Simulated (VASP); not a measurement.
# TaN in VASP: notebook, part 2 of 2

VASP 6.6.1. Earlier steps stand in the parts before.

## Step 3: Single point, PBE

INCAR

```
SYSTEM = TaN
PREC = Accurate
ENCUT = 520
EDIFF = 1E-6
ISMEAR = -1
SIGMA = 0.2
LREAL = .False.
LASPH = .True.
NELM = 60
ALGO = Normal
ISIF = 2
LWAVE = .False.
LCHARG = .True.
GGA = PE
LELF = .True.
LVHAR = .True.
ISYM = 0
NBANDS = 15
```

KPOINTS

```
Automatic mesh
0
Gamma
  7 7 7
  0.5 0.5 0.5
```

POSCAR

```
TaN
1.0
    0.0000000000      2.1790000000      2.1790000000
    2.1790000000      0.0000000000      2.1790000000
    2.1790000000      2.1790000000      0.0000000000
Ta N
1 1
Direct
    0.5000000000      0.5000000000      0.5000000000
    0.0114731528     -0.0114731528      0.0114731528
```

Potentials or basis: VASP PAW PBE potentials, release 64 (Ta_pv, N).

Run with:

```sh
cat potpaw_PBE.64/Ta_pv/POTCAR potpaw_PBE.64/N/POTCAR > POTCAR
mpirun -np 1 vasp_std > vasp.out
```

OUTCAR:

```text
SYSTEM = TaN
   PREC = Accurate
   ENCUT = 520
   EDIFF = 1E-6
   ISMEAR = -1
   LREAL = .False.
   LASPH = .True.
   NELM = 60
   ISIF = 2
   GGA = PE
   ISYM = 0

 ion  position               nearest neighbor table
   1  0.500  0.500  0.500-   2 2.13   2 2.18   2 2.18   2 2.18   2 2.18   2 2.23
   2  0.011  0.989  0.011-   1 2.13   1 2.18   1 2.18   1 2.18   1 2.18   1 2.23

IMPORTANT INFORMATION: All symmetrisations will be switched off!
NOSYMM: (Re-)initialisation of all symmetry stuff for point group C_1.

----------------------------------------------------------------------------------------

                                     Primitive cell

  volume of cell :      20.6920

  direct lattice vectors                    reciprocal lattice vectors
     0.000000000  2.179000000  2.179000000    -0.229463056  0.229463056  0.229463056
     2.179000000  0.000000000  2.179000000     0.229463056 -0.229463056  0.229463056
     2.179000000  2.179000000  0.000000000     0.229463056  0.229463056 -0.229463056

  length of vectors
     3.081571352  3.081571352  3.081571352     0.397441672  0.397441672  0.397441672

  position of ions in fractional coordinates (direct lattice)
     0.500000000  0.500000000  0.500000000
     0.011473153  0.988526847  0.011473153

  ion indices of the primitive-cell ions
   primitive index   ion index
                 1           1
                 2           2

----------------------------------------------------------------------------------------

 KPOINTS: Automatic mesh

Automatic generation of k-mesh.
 Grid dimensions read from file:
 generate k-points for:    7    7    7

 Generating k-lattice:

  Cartesian coordinates                     Fractional coordinates (reciprocal lattice)
    -0.032780437  0.032780437  0.032780437     0.142857143  0.000000000  0.000000000
     0.032780437 -0.032780437  0.032780437     0.000000000  0.142857143  0.000000000
     0.032780437  0.032780437 -0.032780437     0.000000000  0.000000000  0.142857143

  Length of vectors
     0.056777382  0.056777382  0.056777382
[... 83 lines left out ...]
   LEPSILON=     F    determine dielectric tensor
   LRPA    =     F    only Hartree local field effects (RPA)
 non-spin polarized calculation
  energy-cutoff  :      520.00
  volume of cell :       20.69
 maximum number of plane-waves:       568
   NGX = 11   NGY = 11   NGZ = 11

 number of electron      16.0000000 magnetization

 Free energy of the ion-electron system (eV)
  ---------------------------------------------------
  ext. energy  EPLUGINS =         0.00000000
  ---------------------------------------------------
  free energy    TOTEN  =       -21.81736477 eV

  energy without entropy =      -21.70131406  energy(sigma->0) =      -21.75933942

 E-fermi :   9.8611     XC(G=0): -13.5875

 val. band max:        9.8282774495   @ k =   0.0714   0.0714   0.3571
 cond. band min:       9.8992006409   @ k =   0.5000   0.3571  -0.3571
 fundamental gap:      0.0709231914
 Fermi energy:         9.8610599114

 k-point     1 :       0.0714    0.0714    0.0714
  band No.  band energies     occupation
      1     -25.9027      2.00000
      2     -25.8567      2.00000
      3     -25.8555      2.00000
      4      -9.1030      2.00000
      5       5.1792      2.00000
      6       5.4567      2.00000
      7       5.5497      2.00000
      8       7.8381      1.99992
      9       7.9367      1.99987
     10       8.0415      1.99978
     11      10.4655      0.09288
     12      10.5372      0.06580
     13      11.9821      0.00005
     14      19.6639      0.00000
[... 401 lines left out ...]
      2     -25.9631      2.00000
      3     -25.9011      2.00000
      4      -7.2416      2.00000
      5       0.9722      2.00000
      6       2.6882      2.00000
      7       3.1272      2.00000
      8       9.4107      1.80964
      9       9.8091      1.12926
     10      11.0720      0.00468
     11      13.9396      0.00000
     12      15.5270      0.00000
     13      15.9618      0.00000
     14      22.2364      0.00000
     15      22.4949      0.00000

 [... further k-points ...]

------------------------ aborting loop because EDIFF is reached ----------------------------------------

  FORCE on cell =-STRESS in cart. coord.  units (eV):
  Direction    XX          YY          ZZ          XY          YZ          ZX
  --------------------------------------------------------------------------------------
  -------------------------------------------------------------------------------------
  Total        2.1035142      2.2667916      2.1035155     -0.0000028      0.0000003      0.0000007
  in kB      162.8749650    175.5175281    162.8750686     -0.0002148      0.0000240      0.0000555
  external PRESSURE =     167.0891872 kB  Pullay stress =       0.0000000 kB

 VOLUME and BASIS-vectors are now :
 -----------------------------------------------------------------------------
  energy-cutoff  :      520.00
  volume of cell :       20.69
      direct lattice vectors                 reciprocal lattice vectors
     0.000000000  2.179000000  2.179000000    -0.229463056  0.229463056  0.229463056
     2.179000000  0.000000000  2.179000000     0.229463056 -0.229463056  0.229463056
     2.179000000  2.179000000  0.000000000     0.229463056  0.229463056 -0.229463056

 POSITION                                       TOTAL-FORCE (eV/Angst)
 -----------------------------------------------------------------------------------
      2.17900      2.17900      2.17900         0.000000      0.463548      0.000000
      2.17900      0.05000      2.17900        -0.000000     -0.463548     -0.000000
 -----------------------------------------------------------------------------------
    total drift:                               -0.000000     -0.000057     -0.000000

  FREE ENERGIE OF THE ION-ELECTRON SYSTEM (eV)
  ---------------------------------------------------
  free  energy   TOTEN  =       -21.8173647713 eV

  energy  without entropy=      -21.7013140607  energy(sigma->0) =      -21.75933942
```

OSZICAR:

```text
N       E                     dE             d eps       ncg     rms          rms(c)
DAV:   1     0.900838461769E+02    0.90084E+02   -0.87727E+03 20662   0.113E+03
DAV:   2    -0.221098708312E+02   -0.11219E+03   -0.10578E+03 25533   0.305E+02
DAV:   3    -0.248288303770E+02   -0.27190E+01   -0.27005E+01 22789   0.445E+01
DAV:   4    -0.248392499344E+02   -0.10420E-01   -0.10416E-01 27252   0.295E+00
DAV:   5    -0.248393171339E+02   -0.67199E-04   -0.67197E-04 23099   0.208E-01    0.256E+01
DAV:   6    -0.218981066299E+02    0.29412E+01   -0.56977E+00 25659   0.266E+01    0.107E+01
DAV:   7    -0.218495816042E+02    0.48525E-01   -0.55798E-01 23643   0.603E+00    0.738E+00
DAV:   8    -0.218239484826E+02    0.25633E-01   -0.12852E-01 24805   0.305E+00    0.171E+00
DAV:   9    -0.218174260932E+02    0.65224E-02   -0.17683E-02 23867   0.109E+00    0.314E-01
DAV:  10    -0.218173987232E+02    0.27370E-04   -0.14417E-03 24147   0.387E-01    0.440E-02
DAV:  11    -0.218173650364E+02    0.33687E-04   -0.72284E-05 23832   0.103E-01    0.194E-02
DAV:  12    -0.218173647713E+02    0.26516E-06   -0.61835E-06 24728   0.244E-02
   1 F= -.21817365E+02 E0= -.21759339E+02  d E =-.116051E+00
```

stdout:

```text
POSCAR found type information on POSCAR TaN
 POSCAR found :  2 types and       2 ions
 scaLAPACK will be used
 LDA part: xc-table for (Slater+PW92), standard interpolation
 POSCAR, INCAR and KPOINTS ok, starting setup
 FFT: planning ... GRIDC
 FFT: planning ... GRID_SOFT
 FFT: planning ... GRID
 WAVECAR not read
 entering main loop
```

Run time: 93 s. Hardware: 1 thread of Intel Xeon Platinum 8375C at 2.90GHz (Ice Lake), shared host; peak memory 0.32 GiB.

What came out:

| Property | Result |
| --- | --- |
| Free energy | -21.8174 eV |
| Pressure | 16.7 GPa |
| Largest force | 0.464 eV/Å |
| Band gap on the k mesh | zero (band 8 reaches 11.84 eV, above the bottom of band 9 at 7.94 eV) |

Forces in eV/Å, atoms in the order of the input:
```
Ta   0.000  0.464  0.000
N    0.000 -0.464  0.000
```

Levels at points of the mesh, in eV from the Fermi level:
| k point | band 4 | band 5 | band 6 | band 7 | band 8 | band 9 | band 10 | band 11 | band 12 | band 13 |
| --- | --- | --- | --- | --- | --- | --- | --- | --- | --- | --- |
| (0.50, 0.50, 0.50) | -15.91 | -10.60 | -7.78 | -7.78 | 1.98 | 2.00 | 2.08 | 3.90 | 7.77 | 7.86 |
| (0.50, 0.00, 0.00) | -15.91 | -10.60 | -7.78 | -7.78 | 1.98 | 2.00 | 2.08 | 3.90 | 7.77 | 7.86 |
| (0.00, 0.00, 0.50) | -15.91 | -10.60 | -7.78 | -7.78 | 1.98 | 2.00 | 2.08 | 3.90 | 7.77 | 7.86 |
| (0.00, 0.50, 0.00) | -15.91 | -10.60 | -7.78 | -7.78 | 1.98 | 2.00 | 2.08 | 3.90 | 7.77 | 7.86 |

Caveat: spin-orbit coupling is left out, which moves the levels of the heavy elements.

## Step 4: Single point, PBE

INCAR

```
ALGO = Normal
EDIFF = 1E-7
ENCUT = 520
GGA = PE
ISIF = 2
ISMEAR = -1
ISYM = 0
LASPH = T
LCHARG = F
LREAL = F
LWAVE = F
NBANDS = 15
NELM = 60
PREC = Accurate
SIGMA = 0.2
```

KPOINTS is that of step 3.

Edit POSCAR of step 3 so:

```diff
@@ -9,2 +9,2 @@
     0.5000000000      0.5000000000      0.5000000000
-    0.0114731528     -0.0114731528      0.0114731528
+    0.0229463056     -0.0229463056      0.0229463056
```

Run with:

```sh
cat potpaw_PBE.64/Ta_pv/POTCAR potpaw_PBE.64/N/POTCAR > POTCAR
mpirun -np 1 vasp_std > vasp.out
```

Wall time 1.8 min (1 thread of Intel Xeon Platinum 8375C at 2.90GHz (Ice Lake), shared host); peak memory 0.32 GiB.

The run converged. Its results:

| Item | Value |
| --- | --- |
| Free energy | -21.7818 eV |
| Pressure | 18.1 GPa |
| Largest force | 0.969 eV/Å |
| Band gap on the k mesh | zero (band 8 reaches 11.79 eV, above the bottom of band 9 at 8.07 eV) |

Forces in eV/Å, atoms in the order of the input:
```
Ta   0.000  0.969  0.000
N    0.000 -0.969  0.000
```

Stress tensor (GPa, compression positive):
```
16.42  0.00  0.00
 0.00 21.44  0.00
 0.00  0.00 16.42
```

Levels at points of the mesh, in eV from the Fermi level:
```tsv
k point	band 5	band 6	band 7	band 8	band 9	band 10	band 11	band 12
(0.50, 0.50, 0.50)	-10.57	-7.76	-7.74	1.95	2.04	2.08	3.88	7.64
(0.50, 0.00, 0.00)	-10.57	-7.76	-7.74	1.95	2.04	2.08	3.88	7.64
(0.00, 0.00, 0.50)	-10.57	-7.76	-7.74	1.95	2.04	2.08	3.88	7.64
(0.00, 0.50, 0.00)	-10.57	-7.76	-7.74	1.95	2.04	2.08	3.88	7.64
```

Caveat: spin-orbit coupling is left out, which moves the levels of the heavy elements.
